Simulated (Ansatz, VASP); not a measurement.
One calculation of Co, two programs

```
CELL_PARAMETERS angstrom
3.90669 0.00000 0.00000
-1.95334 3.38329 0.00000
0.00000 0.00000 2.40088
ATOMIC_POSITIONS crystal
Co 0.00000 0.00000 0.00000
Co 0.33333 0.66667 0.50000
Co 0.66667 0.33333 0.50000
```

Alike in both runs: functional PBEsol; k mesh 6 × 6 × 6; occupations gaussian, width 0.1 eV; collinear spin.

Ansatz relaxed the structure, and its values are those at the end. VASP's run is a single point on that final structure, the one shown.

```csv
,VASP,Ansatz
version,VASP 6.6.1,Ansatz 0.2.0
potentials or method,"VASP PAW PBE potentials, release 64 (Co), cutoff 520 eV","scalar-relativistic, plane waves, PAW"
valence electrons in the cell,27,51
```

|  | VASP | Ansatz | Ansatz less VASP |
| --- | --- | --- | --- |
| gap on the k mesh at the Fermi level (eV) | none | none | - |
| pressure (GPa) | -1.0 | 0.0 | +0.96 |
| net moment per atom (μB) | 1.65 | 1.66 | +0.011 |
| size of the moment on the site where the two differ most (μB) | 1.61 | 1.67 | +0.062 |

VASP's potentials were made for PBE, not for PBEsol. Site moments also hang on the region over which each program counts them. A gap of «none» marks a metal or a gap that the smearing closes. VASP's potentials hold 27 valence electrons a cell and Ansatz's 51, so a difference there can come from the potentials and not from the codes.

The k mesh is coarse, so the values compare programs but aren't converged.
